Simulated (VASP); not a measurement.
# Os (Pm-3m) in VASP: a series of runs, part 2 of 2

VASP 6.6.1. The steps go on from the part before.

## (4) Single point, PBE

This run uses another cell than the first one, of 16.16 Å³/atom, 1.057 times its volume.

Contents of INCAR:

```
SYSTEM = Os
PREC = Accurate
ENCUT = 520
EDIFF = 1E-7
ISMEAR = -1
SIGMA = 0.1
LREAL = .FALSE.
LASPH = .TRUE.
NELM = 100
ALGO = Normal
ISIF = 2
LWAVE = .FALSE.
LCHARG = .FALSE.
GGA = PE
NBANDS = 10
```

Contents of KPOINTS:

```
Automatic mesh
0
G
  16 16 16
  0 0 0
```

Contents of POSCAR:

```
Os
1.0
    2.5283716213      0.0000000000      0.0000000000
    0.0000000000      2.5283716213      0.0000000000
    0.0000000000      0.0000000000      2.5283716213
Os
1
Direct
    0.0000000000      0.0000000000      0.0000000000
```

Potentials or basis: VASP PAW PBE potentials, release 64 (Os).

The run is started by

```bash
$ cat potpaw_PBE.64/Os/POTCAR > POTCAR
$ mpirun -np 1 vasp_std > vasp.out
```

OUTCAR:

```text
SYSTEM = Os
   PREC = Accurate
   ENCUT = 520
   EDIFF = 1E-7
   ISMEAR = -1
   LREAL = .FALSE.
   LASPH = .TRUE.
   NELM = 100
   ISIF = 2
   GGA = PE

 ion  position               nearest neighbor table
   1  0.000  0.000  0.000-

  LATTYP: Found a simple cubic cell.
 ALAT       =     2.5283716213

  Lattice vectors:

 A1 = (   2.5283716213,   0.0000000000,   0.0000000000)
 A2 = (   0.0000000000,   2.5283716213,   0.0000000000)
 A3 = (   0.0000000000,   0.0000000000,   2.5283716213)

Analysis of symmetry for initial positions (statically):
=====================================================================
 Subroutine PRICEL returns:
 Original cell was already a primitive cell.

 Routine SETGRP: Setting up the symmetry group for a
 simple cubic supercell.

 Subroutine GETGRP returns: Found 48 space group operations
 (whereof 48 operations were pure point group operations)
 out of a pool of 48 trial point group operations.

The static configuration has the point symmetry O_h .

Analysis of symmetry for dynamics (positions and initial velocities):
=====================================================================
 Subroutine PRICEL returns:
 Original cell was already a primitive cell.

 Routine SETGRP: Setting up the symmetry group for a
 simple cubic supercell.

 Subroutine GETGRP returns: Found 48 space group operations
 (whereof 48 operations were pure point group operations)
 out of a pool of 48 trial point group operations.

The dynamic configuration has the point symmetry O_h .

 Subroutine INISYM returns: Found 48 space group operations
 (whereof 48 operations are pure point group operations),
 and found     1 'primitive' translations

----------------------------------------------------------------------------------------

                                     Primitive cell

  volume of cell :      16.1630

  direct lattice vectors                    reciprocal lattice vectors
     2.528371621  0.000000000  0.000000000     0.395511479  0.000000000  0.000000000
     0.000000000  2.528371621  0.000000000     0.000000000  0.395511479  0.000000000
     0.000000000  0.000000000  2.528371621     0.000000000  0.000000000  0.395511479

  length of vectors
     2.528371621  2.528371621  2.528371621     0.395511479  0.395511479  0.395511479

  position of ions in fractional coordinates (direct lattice)
     0.000000000  0.000000000  0.000000000

  ion indices of the primitive-cell ions
   primitive index   ion index
                 1           1

----------------------------------------------------------------------------------------

 KPOINTS: Automatic mesh

Automatic generation of k-mesh.
 Grid dimensions read from file:
 generate k-points for:   16   16   16

 Generating k-lattice:

  Cartesian coordinates                     Fractional coordinates (reciprocal lattice)
     0.024719467  0.000000000  0.000000000     0.062500000  0.000000000  0.000000000
     0.000000000  0.024719467  0.000000000     0.000000000  0.062500000  0.000000000
     0.000000000  0.000000000  0.024719467     0.000000000  0.000000000  0.062500000

  Length of vectors
     0.024719467  0.024719467  0.024719467

  Shift w.r.t. Gamma in fractional coordinates (k-lattice)
     0.000000000  0.000000000  0.000000000

 Subroutine IBZKPT returns following result:
 ===========================================

 Found    165 irreducible k-points:

 Following reciprocal coordinates:
            Coordinates               Weight
  0.000000  0.000000  0.000000      1.000000
  0.062500  0.000000  0.000000      6.000000
  0.125000  0.000000  0.000000      6.000000
  0.187500  0.000000  0.000000      6.000000
  0.250000  0.000000  0.000000      6.000000
  0.312500  0.000000  0.000000      6.000000
[... 16 lines left out ...]
  0.437500  0.125000  0.000000     24.000000
  0.500000  0.125000  0.000000     12.000000
 [... further k-points ...]
   k-points           NKPTS =    165   k-points in BZ     NKDIM =    165   number of bands    NBANDS=     10
   number of dos      NEDOS =    301   number of ions     NIONS =      1
   total plane-waves  NPLWV =   8000
   dimension x,y,z NGX =    20 NGY =   20 NGZ =   20
   dimension x,y,z NGXF=    40 NGYF=   40 NGZF=   40
   ions per type =               1
   NGX,Y,Z   is equivalent  to a cutoff of  13.15, 13.15, 13.15 a.u.
   NGXF,Y,Z  is equivalent  to a cutoff of  26.30, 26.30, 26.30 a.u.
 SYSTEM =  Os
   PREC   = accura    normal or accurate (medium, high low for compatibility)
   ISTART =      0    job   : 0-new  1-cont  2-samecut
   ICHARG =      2    charge: 1-file 2-atom 10-const
   ISPIN  =      1    spin polarized calculation?
   LNONCOLLINEAR =      F non collinear calculations
   LSORBIT =      F    spin-orbit coupling
   LASPH  =      T    aspherical Exc in radial PAW
   ENCUT  =  520.0 eV  38.22 Ry    6.18 a.u.   4.70  4.70  4.70*2*pi/ulx,y,z
   NELM   =    100;   NELMIN=  2; NELMDL= -5     # of ELM steps
   EDIFF  = 0.1E-06   stopping-criterion for ELM
   LREAL  =      F    real-space projection
   EDIFFG = 0.1E-05   stopping-criterion for IOM
   NSW    =      0    number of steps for IOM
   IBRION =     -1    ionic relax: 0-MD 1-quasi-New 2-CG
   NFREE  =      0    steps in history (QN), initial steepest desc. (CG)
   ISIF   =      2    stress and relaxation
   ISYM   =      2    0-nonsym 1-usesym 2-fastsym
   POTIM  = 0.5000    time-step for ionic-motion
   TEBEG  =    0.0;   TEEND  =   0.0 temperature during run
   PSTRESS=    0.0 pullay stress
   NELECT =       8.0000    total number of electrons
   NUPDOWN=      -1.0000    fix difference up-down
   EMIN   =  10.00;   EMAX   =-10.00  energy-range for DOS
   EFERMI =   0.00;   METHOD = LEGACY
   ISMEAR =    -1;   SIGMA  =   0.10  broadening in eV -4-tet -1-fermi 0-gaus
   EFERMI_NEDOS =   21; number of points for ismear=-14 and -15
   IALGO  =     38    algorithm
   IMIX   =      4    mixing-type and parameters
     AMIX     =   0.40;   BMIX     =  1.00
     AMIX_MAG =   1.60;   BMIX_MAG =  1.00
  volume/ion in A,a.u.               =      16.16       109.07
  Fermi-wavevector in a.u.,A,eV,Ry     =   1.294983  2.447162 22.816696  1.676980
  Thomas-Fermi vector in A             =   2.426531
   LORBIT       =      0    0 simple, 1 ext, 2 COOP (PROOUT), +10 PAW based schemes
   GGA     = PE    functional components
[... 5 lines left out ...]
 non-spin polarized calculation
  energy-cutoff  :      520.00
  volume of cell :       16.16
 maximum number of plane-waves:       461
 NGX is ok and might be reduce to    20
   NGX =  9   NGY =  9   NGZ =  9

 number of electron       7.9999999 magnetization

 Free energy of the ion-electron system (eV)
  ---------------------------------------------------
  ext. energy  EPLUGINS =         0.00000000
  ---------------------------------------------------
  free energy    TOTEN  =        -9.74686578 eV

  energy without entropy =       -9.70358879  energy(sigma->0) =       -9.72522729

 E-fermi :   7.6245     XC(G=0): -13.0606

 val. band max:        7.6196648871   @ k =   0.1875   0.1875   0.1875
 cond. band min:       7.6283290452   @ k =   0.3125   0.1875   0.0000
 fundamental gap:      0.0086641581
 Fermi energy:         7.6245468413

 k-point     1 :       0.0000    0.0000    0.0000
  band No.  band energies     occupation
      1      -2.0987      2.00000
      2       1.4110      2.00000
      3       1.4110      2.00000
      4      10.0082      0.00000
      5      10.0082      0.00000
      6      10.0082      0.00000
      7      23.3575      0.00000
      8      23.3575      0.00000
      9      23.3575      0.00000
     10      29.5819      0.00000

 k-point     2 :       0.0625    0.0000    0.0000
  band No.  band energies     occupation
      1      -1.9670      2.00000
      2       1.4414      2.00000
      3       1.5479      2.00000
      4       9.8322      0.00000
      5       9.8322      0.00000
      6      10.0213      0.00000
      7      22.5553      0.00000
      8      23.6244      0.00000
      9      23.6244      0.00000
     10      30.1642      0.00000
[... 274 lines left out ...]
 k-point    24 :       0.5000    0.1250    0.0000
  band No.  band energies     occupation
      1       1.6721      2.00000
      2       2.8825      2.00000
      3       4.3012      2.00000
      4       6.6840      1.99984
      5       8.5574      0.00018
      6       9.8016      0.00000
      7      15.0434      0.00000
      8      24.0256      0.00000
      9      27.4643      0.00000
     10      27.6894      0.00000

 [... further k-points ...]

------------------------ aborting loop because EDIFF is reached ----------------------------------------

  FORCE on cell =-STRESS in cart. coord.  units (eV):
  Direction    XX          YY          ZZ          XY          YZ          ZX
  --------------------------------------------------------------------------------------
  -------------------------------------------------------------------------------------
  Total        0.9937422      0.9937422      0.9937422     -0.0000000     -0.0000000      0.0000000
  in kB       98.5057547     98.5057547     98.5057547     -0.0000000     -0.0000000      0.0000000
  external PRESSURE =      98.5057547 kB  Pullay stress =       0.0000000 kB

 VOLUME and BASIS-vectors are now :
 -----------------------------------------------------------------------------
  energy-cutoff  :      520.00
  volume of cell :       16.16
      direct lattice vectors                 reciprocal lattice vectors
     2.528371621  0.000000000  0.000000000     0.395511479  0.000000000  0.000000000
     0.000000000  2.528371621  0.000000000     0.000000000  0.395511479  0.000000000
     0.000000000  0.000000000  2.528371621     0.000000000  0.000000000  0.395511479

 POSITION                                       TOTAL-FORCE (eV/Angst)
 -----------------------------------------------------------------------------------
      0.00000      0.00000      0.00000         0.000000      0.000000      0.000000
 -----------------------------------------------------------------------------------
    total drift:                               -0.000000      0.000000      0.000000

  FREE ENERGIE OF THE ION-ELECTRON SYSTEM (eV)
  ---------------------------------------------------
  free  energy   TOTEN  =        -9.7468657839 eV

  energy  without entropy=       -9.7035887903  energy(sigma->0) =       -9.72522729
```

Run time: 8 s. Hardware: 1 thread of Intel Xeon 6975P-C (Granite Rapids), shared host; peak memory 0.14 GiB.

What came out:

```
Free energy            : -9.7469 eV
Pressure               : 9.9 GPa
Band gap on the k mesh : zero (band 4 reaches 12.77 eV, above the bottom of band 5 at 6.43 eV)
```

Levels at points of the mesh, in eV from the Fermi level:
```tsv
k point	band 1	band 2	band 3	band 4	band 5	band 6	band 7	band 8
(0.00, 0.00, 0.00)	-9.72	-6.21	-6.21	2.38	2.38	2.38	15.73	15.73
(0.50, 0.00, 0.00)	-6.44	-5.34	-1.24	-1.03	-1.03	2.74	7.42	15.72
(0.50, 0.50, 0.00)	-6.99	-4.70	-0.37	-0.37	4.57	4.57	4.90	13.23
(0.50, 0.50, 0.50)	-5.49	-5.49	-5.49	5.14	5.14	8.37	11.52	11.52
```

Caveat: spin-orbit coupling is left out, which moves the levels of the heavy elements.

## (5) Single point, PBE

This run uses another cell than the first one, of 16.72 Å³/atom, 1.094 times its volume.

Contents of INCAR:

```
PREC     = Accurate       # precision mode
ENCUT    = 520            # plane-wave cutoff, eV
EDIFF    = 1E-6           # SCF threshold, eV
ISMEAR   = -1             # smearing method
SIGMA    = 0.1            # smearing width, eV
LREAL    = False          # projectors in reciprocal space
LASPH    = True           # aspherical terms in the spheres
NELM     = 60             # most SCF steps
ALGO     = Normal         # electronic algorithm
ISIF     = 2              # what is computed and relaxed
LWAVE    = False          # write WAVECAR
LCHARG   = True           # write CHGCAR
GGA      = PE             # functional
LELF     = True           # ELF
LVHAR    = True         
NBANDS   = 10             # bands
```

Contents of KPOINTS:

```
regular mesh
0
Gamma
  16 16 16
```

Contents of POSCAR:

```
Os
1.0
    2.5573003010      0.0000000000      0.0000000000
    0.0000000000      2.5573003010      0.0000000000
    0.0000000000      0.0000000000      2.5573003010
Os
1
Direct
    0.0000000000      0.0000000000      0.0000000000
```

Potentials or basis: VASP PAW PBE potentials, release 64 (Os).

The run is started by

```bash
$ cat potpaw_PBE.64/Os/POTCAR > POTCAR
$ mpirun -np 1 vasp_std > vasp.out
```

OUTCAR:

```text
PREC = Accurate
   ENCUT = 520
   EDIFF = 1E-6
   ISMEAR = -1
   LREAL = False
   LASPH = True
   NELM = 60
   ISIF = 2
   GGA = PE

 ion  position               nearest neighbor table
   1  0.000  0.000  0.000-

  LATTYP: Found a simple cubic cell.
 ALAT       =     2.5573003010

  Lattice vectors:

 A1 = (   2.5573003010,   0.0000000000,   0.0000000000)
 A2 = (   0.0000000000,   2.5573003010,   0.0000000000)
 A3 = (   0.0000000000,   0.0000000000,   2.5573003010)

Analysis of symmetry for initial positions (statically):
=====================================================================
 Subroutine PRICEL returns:
 Original cell was already a primitive cell.

 Routine SETGRP: Setting up the symmetry group for a
 simple cubic supercell.

 Subroutine GETGRP returns: Found 48 space group operations
 (whereof 48 operations were pure point group operations)
 out of a pool of 48 trial point group operations.

The static configuration has the point symmetry O_h .

Analysis of symmetry for dynamics (positions and initial velocities):
=====================================================================
 Subroutine PRICEL returns:
 Original cell was already a primitive cell.

 Routine SETGRP: Setting up the symmetry group for a
 simple cubic supercell.

 Subroutine GETGRP returns: Found 48 space group operations
 (whereof 48 operations were pure point group operations)
 out of a pool of 48 trial point group operations.

The dynamic configuration has the point symmetry O_h .

 Subroutine INISYM returns: Found 48 space group operations
 (whereof 48 operations are pure point group operations),
 and found     1 'primitive' translations

----------------------------------------------------------------------------------------

[... 105 lines left out ...]
   ISMEAR =    -1;   SIGMA  =   0.10  broadening in eV -4-tet -1-fermi 0-gaus
   EFERMI_NEDOS =   21; number of points for ismear=-14 and -15
   IALGO  =     38    algorithm
   IMIX   =      4    mixing-type and parameters
     AMIX     =   0.40;   BMIX     =  1.00
     AMIX_MAG =   1.60;   BMIX_MAG =  1.00
  volume/ion in A,a.u.               =      16.72       112.86
  Fermi-wavevector in a.u.,A,eV,Ry     =   1.280333  2.419479 22.303402  1.639254
  Thomas-Fermi vector in A             =   2.412767
   LORBIT       =      0    0 simple, 1 ext, 2 COOP (PROOUT), +10 PAW based schemes
   GGA     = PE    functional components
[... 5 lines left out ...]
 non-spin polarized calculation
  energy-cutoff  :      520.00
  volume of cell :       16.72
 maximum number of plane-waves:       468
 NGX is ok and might be reduce to    20
   NGX =  9   NGY =  9   NGZ =  9

 number of electron       7.9999998 magnetization

 Free energy of the ion-electron system (eV)
  ---------------------------------------------------
  ext. energy  EPLUGINS =         0.00000000
  ---------------------------------------------------
  free energy    TOTEN  =        -9.76338678 eV

  energy without entropy =       -9.71765577  energy(sigma->0) =       -9.74052128

 E-fermi :   7.1648     XC(G=0): -12.8714

 val. band max:        7.1630407809   @ k =   0.1875   0.1875   0.1875
 cond. band min:       7.1707339063   @ k =   0.3125   0.3125   0.1250
 fundamental gap:      0.0076931255
 Fermi energy:         7.1647857676

 k-point     1 :       0.0000    0.0000    0.0000
  band No.  band energies     occupation
      1      -2.2712      2.00000
      2       1.2345      2.00000
      3       1.2345      2.00000
      4       9.4169      0.00000
      5       9.4169      0.00000
      6       9.4169      0.00000
      7      22.6483      0.00000
      8      22.6483      0.00000
      9      22.6483      0.00000
     10      28.6982      0.00000
[... 287 lines left out ...]
 k-point    24 :       0.5000    0.1250    0.0000
  band No.  band energies     occupation
      1       1.4122      2.00000
      2       2.6242      2.00000
      3       4.0195      2.00000
      4       6.2801      1.99971
      5       8.0992      0.00018
      6       9.2229      0.00000
      7      14.2322      0.00000
      8      23.4703      0.00000
      9      26.6974      0.00000
     10      26.8388      0.00000

 [... further k-points ...]

------------------------ aborting loop because EDIFF is reached ----------------------------------------

  FORCE on cell =-STRESS in cart. coord.  units (eV):
  Direction    XX          YY          ZZ          XY          YZ          ZX
  --------------------------------------------------------------------------------------
  -------------------------------------------------------------------------------------
  Total       -0.0284078     -0.0284078     -0.0284078      0.0000000      0.0000000      0.0000000
  in kB       -2.7214639     -2.7214639     -2.7214639      0.0000000      0.0000000      0.0000000
  external PRESSURE =      -2.7214639 kB  Pullay stress =       0.0000000 kB

 VOLUME and BASIS-vectors are now :
 -----------------------------------------------------------------------------
  energy-cutoff  :      520.00
  volume of cell :       16.72
      direct lattice vectors                 reciprocal lattice vectors
     2.557300301  0.000000000  0.000000000     0.391037376  0.000000000  0.000000000
     0.000000000  2.557300301  0.000000000     0.000000000  0.391037376  0.000000000
     0.000000000  0.000000000  2.557300301     0.000000000  0.000000000  0.391037376

 POSITION                                       TOTAL-FORCE (eV/Angst)
 -----------------------------------------------------------------------------------
      0.00000      0.00000      0.00000         0.000000      0.000000      0.000000
 -----------------------------------------------------------------------------------
    total drift:                               -0.000000      0.000000      0.000000

  FREE ENERGIE OF THE ION-ELECTRON SYSTEM (eV)
  ---------------------------------------------------
  free  energy   TOTEN  =        -9.7633867837 eV

  energy  without entropy=       -9.7176557679  energy(sigma->0) =       -9.74052128
```

It took 7.3 s on 1 thread of Intel Xeon 6975P-C (Granite Rapids), shared host; peak memory 0.14 GiB.

What came out:

```
Free energy            : -9.7634 eV
Pressure               : -0.3 GPa
Band gap on the k mesh : zero (band 4 reaches 12.03 eV, above the bottom of band 5 at 6.04 eV)
```

Caveat: spin-orbit coupling is left out, which moves the levels of the heavy elements.

## (6) Summary

| cell | gap on the mesh (eV) | pressure (GPa) |
| --- | --- | --- |
| a = 2.482 Å, 1 atom | none | 30.1 |
| a = 2.504 Å, 1 atom | none | 20.0 |
| a = 2.528 Å, 1 atom | none | 9.9 |
| a = 2.557 Å, 1 atom | none | -0.3 |

Alike in all rows: task single point; level PBE; potentials or basis VASP PAW PBE potentials, release 64 (Os); no spin polarisation; k mesh 16 × 16 × 16; cutoff (eV) 520; smearing fermi-dirac 0.1 eV.

Caveats: spin-orbit coupling is left out, which moves the levels of the heavy elements.

Total energies depend on the potentials used, so only differences within one code and one set of settings carry meaning.
